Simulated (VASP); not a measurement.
Set up this calculation in VASP 6.6.1, as the native input.

| Item | Value |
| --- | --- |
| Task | single point |
| Functional | PBE |
| Potentials or basis | VASP PAW PBE potentials, release 64 (B, P) |
| Cutoff | 520 eV |
| k mesh | 6 × 6 × 6 |
| Occupations | gaussian, width 0.01 eV |
| Spin | no spin polarisation |
| Dipole correction | no |
| Further INCAR settings | ALGO = Normal; EDIFF = 1e-06; NBANDS = 11 |

The structure of BP lies in POSCAR:

```
BP
1.0
    0.0000000000      2.1775830422      2.1775830422
    2.1775830422      0.0000000000      2.1775830422
    2.1775830422      2.1775830422      0.0000000000
B P
1 1
Direct
    0.0000000000      0.0000000000      0.0000000000
    0.2500000000      0.2500000000      0.2500000000
```

This cell differs from its parent crystal: strain -4.0%.

One way to write it, as run:

INCAR

```
PREC     = Accurate       # precision mode
ENCUT    = 520            # plane-wave cutoff, eV
EDIFF    = 1E-6           # SCF threshold, eV
ISMEAR   = 0              # smearing method
SIGMA    = 0.01           # smearing width, eV
LREAL    = F              # projectors in reciprocal space
LASPH    = T              # aspherical terms in the spheres
NELM     = 100            # most SCF steps
ALGO     = Normal         # electronic algorithm
ISIF     = 2              # what is computed and relaxed
LWAVE    = F              # write WAVECAR
LCHARG   = F              # write CHGCAR
GGA      = PE             # functional
NBANDS   = 11             # bands
```

KPOINTS

```
Automatic mesh
0
Gamma
  6 6 6
```

Potentials or basis: VASP PAW PBE potentials, release 64 (B, P).

Run with:

```sh
$ cat potpaw_PBE.64/B/POTCAR potpaw_PBE.64/P/POTCAR > POTCAR
$ mpirun -np 1 vasp_std > vasp.out
```

Results of the run:

```yaml
Pressure: 26.8 GPa
Band_gap_on_the_k_mesh: 1.07 eV, indirect (least direct gap 3.61 eV)
```

Caveat: the cell differs from its parent crystal (strain -4.0%).

It took 1.7 s on 1 thread of Intel(R) Xeon(R) 6975P-C (Granite Rapids) (shared host), peak memory 0.13 GiB.
